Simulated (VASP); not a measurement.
# C in VASP: notebook

The runs below take C through single point, with PBE+D3(BJ).

Everything below comes from runs of VASP 6.6.1. Logs are shortened: lines on timing, memory, paths and dates and some standing lists are left out, and cuts for length are marked.

## 1. The cell of the first run

The cell holds a slab with vacuum, 4 atoms: a = 2.743 Å, b = 2.339 Å, c = 23.922 Å, α = 90.00°, β = 90.00°, γ = 125.89°.

## 2. Single point, PBE+D3(BJ) (strain +0.1125 x Voigt [1, -1, 0, 0, 0, 0])

Input file INCAR:

```
PREC = Accurate ; ENCUT = 600
EDIFF = 1E-6 ; ISMEAR = 0
SIGMA = 0.15 ; LREAL = F
LASPH = T ; NELM = 120
ALGO = Normal ; ISIF = 2
LWAVE = F ; LCHARG = F
GGA = PE ; IVDW = 12
NBANDS = 16 ; GGA_COMPAT = F
```

Input file KPOINTS:

```
regular mesh
0
Gamma
  24 24 2
```

Input file POSCAR:

```
C
1.0
    2.7426104899      0.0000000000      0.0000000000
   -1.3713052449      1.8947988241      0.0000000000
    0.0000000000      0.0000000000     23.9222939139
C
4
Direct
    0.0000000000      0.0000000000      0.5711557753
    0.0000000000      0.0000000000      0.4288442247
    0.3333333333      0.6666666667      0.4288237756
    0.6666666667      0.3333333333      0.5711762244
```

Potentials or basis: VASP PAW PBE potentials, release 64 (C).

Launch:

```sh
$ cat potpaw_PBE.64/C/POTCAR > POTCAR
$ mpirun -np 1 vasp_std > vasp.out
```

OUTCAR:

```text
PREC = Accurate
   ENCUT = 600
   EDIFF = 1E-6
   ISMEAR = 0
   LREAL = F
   LASPH = T
   NELM = 120
   ISIF = 2
   GGA = PE
   IVDW = 12
 IVDW          = 12

 ion  position               nearest neighbor table
   1  0.000  0.000  0.571-   4 1.26   4 1.51   4 1.51
   2  0.000  0.000  0.429-   3 1.26   3 1.51   3 1.51
   3  0.333  0.667  0.429-   2 1.26   2 1.51   2 1.51
   4  0.667  0.333  0.571-   1 1.26   1 1.51   1 1.51

  Warning from LATTYP: Monoclinic adjustment (A1->A3, A2->A1, A3->A2)!
  LATTYP: Found a base centered orthorhombic cell.
 ALAT       =     2.7426104899
 B/A-ratio  =     1.3817483971
 C/A-ratio  =     8.7224540276

  Lattice vectors:

 A1 = (   1.3713052449,  -1.8947988241,   0.0000000000)
 A2 = (   1.3713052450,   1.8947988241,   0.0000000000)
 A3 = (   0.0000000000,   0.0000000000,  23.9222939139)

Analysis of symmetry for initial positions (statically):
=====================================================================
 Subroutine PRICEL returns:
 Original cell was already a primitive cell.

 Routine SETGRP: Setting up the symmetry group for a
 base centered orthorhombic supercell.

 Subroutine GETGRP returns: Found  4 space group operations
 (whereof  4 operations were pure point group operations)
 out of a pool of  8 trial point group operations.

The static configuration has the point symmetry C_2h.

Analysis of symmetry for dynamics (positions and initial velocities):
=====================================================================
 Subroutine PRICEL returns:
 Original cell was already a primitive cell.

 Routine SETGRP: Setting up the symmetry group for a
 base centered orthorhombic supercell.

 Subroutine GETGRP returns: Found  4 space group operations
 (whereof  4 operations were pure point group operations)
 out of a pool of  8 trial point group operations.

The dynamic configuration has the point symmetry C_2h.

 Subroutine INISYM returns: Found  4 space group operations
 (whereof  4 operations are pure point group operations),
 and found     1 'primitive' translations

----------------------------------------------------------------------------------------

                                     Primitive cell

  volume of cell :     124.3169

  direct lattice vectors                    reciprocal lattice vectors
     2.742610490  0.000000000  0.000000000     0.364616122  0.263880257  0.000000000
    -1.371305245  1.894798824  0.000000000     0.000000000  0.527760513  0.000000000
     0.000000000  0.000000000 23.922293914     0.000000000  0.000000000  0.041802011

  length of vectors
     2.742610490  2.338961449 23.922293914     0.450086332  0.527760513  0.041802011

  position of ions in fractional coordinates (direct lattice)
     0.000000000  0.000000000  0.571155775
     0.000000000  0.000000000  0.428844225
     0.333333333  0.666666667  0.428823776
     0.666666667  0.333333333  0.571176224

  ion indices of the primitive-cell ions
   primitive index   ion index
                 1           1
                 2           2
                 3           3
                 4           4

----------------------------------------------------------------------------------------

 KPOINTS: regular mesh

Automatic generation of k-mesh.
 Grid dimensions read from file:
 generate k-points for:   24   24    2

 Generating k-lattice:

  Cartesian coordinates                     Fractional coordinates (reciprocal lattice)
     0.015192338  0.010995011  0.000000000     0.041666667 -0.000000000  0.000000000
     0.000000000  0.021990021  0.000000000     0.000000000  0.041666667  0.000000000
     0.000000000  0.000000000  0.020901006     0.000000000  0.000000000  0.500000000

  Length of vectors
     0.018753597  0.021990021  0.020901006

  Shift w.r.t. Gamma in fractional coordinates (k-lattice)
     0.000000000  0.000000000  0.000000000

 Subroutine IBZKPT returns following result:
 ===========================================

 Found    314 irreducible k-points:

 Following reciprocal coordinates:
            Coordinates               Weight
  0.000000  0.000000  0.000000      1.000000
  0.041667  0.000000  0.000000      4.000000
  0.083333  0.000000  0.000000      4.000000
  0.125000  0.000000  0.000000      4.000000
  0.166667  0.000000  0.000000      4.000000
  0.208333  0.000000  0.000000      4.000000
[... 16 lines left out ...]
  0.375000  0.041667  0.000000      4.000000
  0.416667  0.041667  0.000000      4.000000
 [... further k-points ...]
   k-points           NKPTS =    314   k-points in BZ     NKDIM =    314   number of bands    NBANDS=     16
   number of dos      NEDOS =    301   number of ions     NIONS =      4
   total plane-waves  NPLWV =  92160
   dimension x,y,z NGX =    24 NGY =   20 NGZ =  192
   dimension x,y,z NGXF=    48 NGYF=   40 NGZF=  384
   ions per type =               4
   NGX,Y,Z   is equivalent  to a cutoff of  14.55, 14.22, 13.34 a.u.
   NGXF,Y,Z  is equivalent  to a cutoff of  29.10, 28.43, 26.69 a.u.
 SYSTEM =  unknown system
   PREC   = accura    normal or accurate (medium, high low for compatibility)
   ISTART =      0    job   : 0-new  1-cont  2-samecut
   ICHARG =      2    charge: 1-file 2-atom 10-const
   ISPIN  =      1    spin polarized calculation?
   LNONCOLLINEAR =      F non collinear calculations
   LSORBIT =      F    spin-orbit coupling
   LASPH  =      T    aspherical Exc in radial PAW
   ENCUT  =  600.0 eV  44.10 Ry    6.64 a.u.   5.48  4.67 47.78*2*pi/ulx,y,z
   NELM   =    120;   NELMIN=  2; NELMDL= -5     # of ELM steps
   EDIFF  = 0.1E-05   stopping-criterion for ELM
   LREAL  =      F    real-space projection
   EDIFFG = 0.1E-04   stopping-criterion for IOM
   NSW    =      0    number of steps for IOM
   IBRION =     -1    ionic relax: 0-MD 1-quasi-New 2-CG
   NFREE  =      0    steps in history (QN), initial steepest desc. (CG)
   ISIF   =      2    stress and relaxation
   ISYM   =      2    0-nonsym 1-usesym 2-fastsym
   POTIM  = 0.5000    time-step for ionic-motion
   TEBEG  =    0.0;   TEEND  =   0.0 temperature during run
   PSTRESS=    0.0 pullay stress
   NELECT =      16.0000    total number of electrons
   NUPDOWN=      -1.0000    fix difference up-down
   EMIN   =  10.00;   EMAX   =-10.00  energy-range for DOS
   EFERMI =   0.00;   METHOD = LEGACY
   ISMEAR =     0;   SIGMA  =   0.15  broadening in eV -4-tet -1-fermi 0-gaus
   EFERMI_NEDOS =   21; number of points for ismear=-14 and -15
   IALGO  =     38    algorithm
   IMIX   =      4    mixing-type and parameters
     AMIX     =   0.40;   BMIX     =  1.00
     AMIX_MAG =   1.60;   BMIX_MAG =  1.00
  volume/ion in A,a.u.               =      31.08       209.73
  Fermi-wavevector in a.u.,A,eV,Ry     =   0.826554  1.561961  9.295395  0.683192
  Thomas-Fermi vector in A             =   1.938606
   LORBIT       =      0    0 simple, 1 ext, 2 COOP (PROOUT), +10 PAW based schemes
   GGA     = PE    functional components
   LHFCALC =     F    Hartree Fock is set to
   AEXX    =    0.0000 exact exchange contribution
   IVDW    =    12    specifies the selected vdW correction
   LEPSILON=     F    determine dielectric tensor
   LRPA    =     F    only Hartree local field effects (RPA)
 non-spin polarized calculation
 Gauss-broadening in eV      SIGMA  =   0.15
  energy-cutoff  :      600.00
  volume of cell :      124.32
 maximum number of plane-waves:      4209
 NGX is ok and might be reduce to    24
   NGX = 11   NGY =  9   NGZ = 95

 number of electron      16.0000000 magnetization

 Free energy of the ion-electron system (eV)
  ---------------------------------------------------
  ext. energy  EPLUGINS =         0.00000000
  ---------------------------------------------------
  free energy    TOTEN  =       -34.25878377 eV

  energy without entropy =      -34.25834096  energy(sigma->0) =      -34.25856236

 E-fermi :  -1.2531     XC(G=0):  -3.2953

 val. band max:       -1.3428506500   @ k =   0.1667   0.4167   0.0000
 cond. band min:      -1.1661291842   @ k =   0.1667   0.4167   0.5000
 fundamental gap:      0.1767214658
 Fermi energy:        -1.2531034780

 k-point     1 :       0.0000    0.0000    0.0000
  band No.  band energies     occupation
      1     -21.4532      2.00000
      2     -21.3229      2.00000
      3      -9.8684      2.00000
      4      -8.9792      2.00000
      5      -4.8750      2.00000
      6      -4.8559      2.00000
[... 8 lines left out ...]
     15       4.5728      0.00000
     16       5.1461      0.00000

 k-point     2 :       0.0417    0.0000    0.0000
  band No.  band energies     occupation
      1     -21.4159      2.00000
      2     -21.2859      2.00000
      3      -9.8231      2.00000
      4      -8.9354      2.00000
      5      -5.0067      2.00000
      6      -4.9903      2.00000
[... 8 lines left out ...]
     15       4.7499      0.00000
     16       5.2100      0.00000

 k-point     3 :       0.0833    0.0000    0.0000
  band No.  band energies     occupation
      1     -21.3041      2.00000
      2     -21.1750      2.00000
      3      -9.6875      2.00000
      4      -8.8043      2.00000
      5      -5.5025      2.00000
      6      -5.4893      2.00000
[... 8 lines left out ...]
     15       5.1544      0.00000
     16       5.4343      0.00000

 k-point     4 :       0.1250    0.0000    0.0000
  band No.  band energies     occupation
      1     -21.1180      2.00000
      2     -20.9907      2.00000
      3      -9.4626      2.00000
      4      -8.5874      2.00000
      5      -6.3454      2.00000
      6      -6.3233      2.00000
[... 8 lines left out ...]
     15       5.5784      0.00000
     16       5.8238      0.00000

 k-point     5 :       0.1667    0.0000    0.0000
  band No.  band energies     occupation
      1     -20.8587      2.00000
      2     -20.7337      2.00000
      3      -9.1505      2.00000
      4      -8.2876      2.00000
      5      -7.3675      2.00000
      6      -7.3365      2.00000
[... 8 lines left out ...]
     15       5.9599      0.00000
     16       6.3661      0.00000

 k-point     6 :       0.2083    0.0000    0.0000
  band No.  band energies     occupation
      1     -20.5272      2.00000
      2     -20.4053      2.00000
      3      -8.7568      2.00000
      4      -8.4719      2.00000
      5      -8.4276      2.00000
      6      -7.9036      2.00000
[... 8 lines left out ...]
     15       6.3074      0.00000
     16       6.6172      0.00000
[... 267 lines left out ...]
 k-point    21 :       0.2917    0.0417    0.0000
  band No.  band energies     occupation
      1     -19.2676      2.00000
      2     -19.1581      2.00000
      3     -11.4463      2.00000
      4     -11.3888      2.00000
      5      -7.2718      2.00000
      6      -6.5083      2.00000
[... 8 lines left out ...]
     15       6.8147      0.00000
     16       7.8806      0.00000

 k-point    22 :       0.3333    0.0417    0.0000
  band No.  band energies     occupation
      1     -18.7023      2.00000
      2     -18.5995      2.00000
      3     -12.4717      2.00000
      4     -12.4088      2.00000
      5      -6.6417      2.00000
      6      -6.1272      2.00000
[... 8 lines left out ...]
     15       7.5981      0.00000
     16       8.2337      0.00000

 k-point    23 :       0.3750    0.0417    0.0000
  band No.  band energies     occupation
      1     -18.1033      2.00000
      2     -18.0099      2.00000
      3     -13.4122      2.00000
      4     -13.3464      2.00000
      5      -6.3072      2.00000
      6      -6.2967      2.00000
[... 8 lines left out ...]
     15       8.3304      0.00000
     16       8.4760      0.00000

 k-point    24 :       0.4167    0.0417    0.0000
  band No.  band energies     occupation
      1     -17.5258      2.00000
      2     -17.4487      2.00000
      3     -14.2029      2.00000
      4     -14.1409      2.00000
      5      -6.4490      2.00000
      6      -6.4368      2.00000
[... 8 lines left out ...]
     15       8.7084      0.00000
     16       9.3628      0.00000

 [... further k-points ...]

------------------------ aborting loop because EDIFF is reached ----------------------------------------

 Edisp (eV)   -0.45130

 E8    (eV) :    -0.1351

  FORCE on cell =-STRESS in cart. coord.  units (eV):
  Direction    XX          YY          ZZ          XY          YZ          ZX
  --------------------------------------------------------------------------------------
  -------------------------------------------------------------------------------------
  Total     -15.97023    30.46567    -0.07796     0.00000    -0.04750    -0.00000
  in kB    -205.82198   392.63699    -1.00471     0.00000    -0.61217    -0.00000
  external pressure =       61.94 kB  Pullay stress =        0.00 kB

 VOLUME and BASIS-vectors are now :
 -----------------------------------------------------------------------------
  energy-cutoff  :      600.00
  volume of cell :      124.32
      direct lattice vectors                 reciprocal lattice vectors
     2.742610490  0.000000000  0.000000000     0.364616122  0.263880257  0.000000000
    -1.371305245  1.894798824  0.000000000     0.000000000  0.527760513  0.000000000
     0.000000000  0.000000000 23.922293914     0.000000000  0.000000000  0.041802011

 POSITION                                       TOTAL-FORCE (eV/Angst)
 -----------------------------------------------------------------------------------
      0.00000      0.00000     13.66336         0.000000      4.786083      0.000369
      0.00000      0.00000     10.25894        -0.000000     -4.786083     -0.000369
     -0.00000      1.26320     10.25845         0.000000      4.798573      0.000387
      1.37131      0.63160     13.66385        -0.000000     -4.798573     -0.000387
 -----------------------------------------------------------------------------------
    total drift:                               -0.000000      0.000000      0.000000

  FREE ENERGIE OF THE ION-ELECTRON SYSTEM (eV)
  ---------------------------------------------------
  free  energy   TOTEN  =       -34.7100794608 eV

  energy  without entropy=      -34.7096366549  energy(sigma->0) =      -34.70985806
```

Run time: 8 min. Hardware: 1 thread of Intel Xeon Platinum 8559C (Emerald Rapids), shared host; peak memory 0.7 GiB.

Results:

```yaml
Free_energy: -34.7101 eV
Largest_force: 4.799 eV/Å
Dispersion_energy_per_atom: -0.113 eV
```

Forces on the atoms (eV/Å):
```
C    0.000  4.786  0.000
C    0.000 -4.786  0.000
C    0.000  4.799  0.000
C    0.000 -4.799  0.000
```

Caveat: the cell differs from its parent crystal (strain +0.1125 x Voigt [1, -1, 0, 0, 0, 0]).

## 3. Single point, PBE+D3(BJ) (strain +0.1500 x Voigt [1, -1, 0, 0, 0, 0])

Input file INCAR:

```
  ALGO = Normal
  EDIFF = 1E-6
  ENCUT = 600
  GGA = PE
  GGA_COMPAT = False
  ISIF = 2
  ISMEAR = 0
  IVDW = 12
  LASPH = True
  LCHARG = False
  LREAL = False
  LWAVE = False
  NBANDS = 16
  NELM = 120
  PREC = Accurate
  SIGMA = 0.15
```

Input file KPOINTS:

```
k-points
0
Gamma
  24 24 2
```

Changes to POSCAR since step 2:

```diff
@@ -2,4 +2,4 @@
 1.0
-    2.7426104899      0.0000000000      0.0000000000
-   -1.3713052449      1.8947988241      0.0000000000
+    2.8350580345      0.0000000000      0.0000000000
+   -1.4175290172      1.8147369019      0.0000000000
     0.0000000000      0.0000000000     23.9222939139
```

Potentials or basis: VASP PAW PBE potentials, release 64 (C).

Launch:

```sh
$ cat potpaw_PBE.64/C/POTCAR > POTCAR
$ mpirun -np 1 vasp_std > vasp.out
```

Run time: 11 min. Hardware: 1 thread of Intel Xeon Platinum 8375C at 2.90GHz (Ice Lake), shared host; peak memory 0.68 GiB.

The run converged. Its results:

```yaml
Free_energy: -32.5317 eV
Largest_force: 7.965 eV/Å
Dispersion_energy_per_atom: -0.108 eV
```

Forces on the atoms (eV/Å):
```
C    0.000  7.948  0.000
C    0.000 -7.948  0.000
C    0.000  7.965  0.001
C    0.000 -7.965 -0.001
```

Caveat: the cell differs from its parent crystal (strain +0.1500 x Voigt [1, -1, 0, 0, 0, 0]).

## 4. Single point, PBE+D3(BJ) (strain +0.0750 x Voigt [1, -1, 0, 0, 0, 0])

Input file INCAR:

```
SYSTEM = C
ALGO     = Normal         ! electronic algorithm
EDIFF    = 1E-6           ! SCF threshold, eV
ENCUT    = 600            ! plane-wave cutoff, eV
GGA      = PE             ! functional
GGA_COMPAT= .FALSE.      
ISIF     = 2              ! what is computed and relaxed
ISMEAR   = 0              ! smearing method
IVDW     = 12             ! dispersion correction
LASPH    = .TRUE.         ! aspherical terms in the spheres
LCHARG   = .FALSE.        ! write CHGCAR
LREAL    = .FALSE.        ! projectors in reciprocal space
LWAVE    = .FALSE.        ! write WAVECAR
NBANDS   = 16             ! bands
NELM     = 120            ! most SCF steps
PREC     = Accurate       ! precision mode
SIGMA    = 0.15           ! smearing width, eV
```

Input file KPOINTS:

```
k-points
0
G
  24 24 2
  0 0 0
```

Changes to POSCAR since step 3:

```diff
@@ -2,4 +2,4 @@
 1.0
-    2.8350580345      0.0000000000      0.0000000000
-   -1.4175290172      1.8147369019      0.0000000000
+    2.6501629453      0.0000000000      0.0000000000
+   -1.3250814726      1.9748607462      0.0000000000
     0.0000000000      0.0000000000     23.9222939139
```

Launch:

```sh
$ cat potpaw_PBE.64/C/POTCAR > POTCAR
$ mpirun -np 1 vasp_std > vasp.out
```

Run time: 12 min. Hardware: 1 thread of Intel Xeon Platinum 8488C (Sapphire Rapids), shared host; peak memory 0.7 GiB.

It converged, with:

```yaml
Free_energy: -36.2061 eV
Largest_force: 2.594 eV/Å
Dispersion_energy_per_atom: -0.116 eV
```

Forces on the atoms (eV/Å):
```
C    0.000  2.587  0.002
C    0.000 -2.587 -0.002
C    0.000  2.594  0.001
C    0.000 -2.594 -0.001
```

Caveat: the cell differs from its parent crystal (strain +0.0750 x Voigt [1, -1, 0, 0, 0, 0]).

## 5. Overview

| cell | largest force (eV/Å) |
| --- | --- |
| a = 2.743, b = 2.339, c = 23.922 Å, angles 90.0, 90.0, 125.9°, 4 atoms | 4.80 |
| a = 2.835, b = 2.303, c = 23.922 Å, angles 90.0, 90.0, 128.0°, 4 atoms | 7.97 |
| a = 2.650, b = 2.378, c = 23.922 Å, angles 90.0, 90.0, 123.9°, 4 atoms | 2.59 |

Alike in all rows: task single point; level PBE+D3(BJ); potentials or basis VASP PAW PBE potentials, release 64 (C); no spin polarisation; k mesh 24 × 24 × 2; cutoff (eV) 600; smearing gaussian 0.15 eV.

Absolute energies hang on the potentials; compare differences alone.
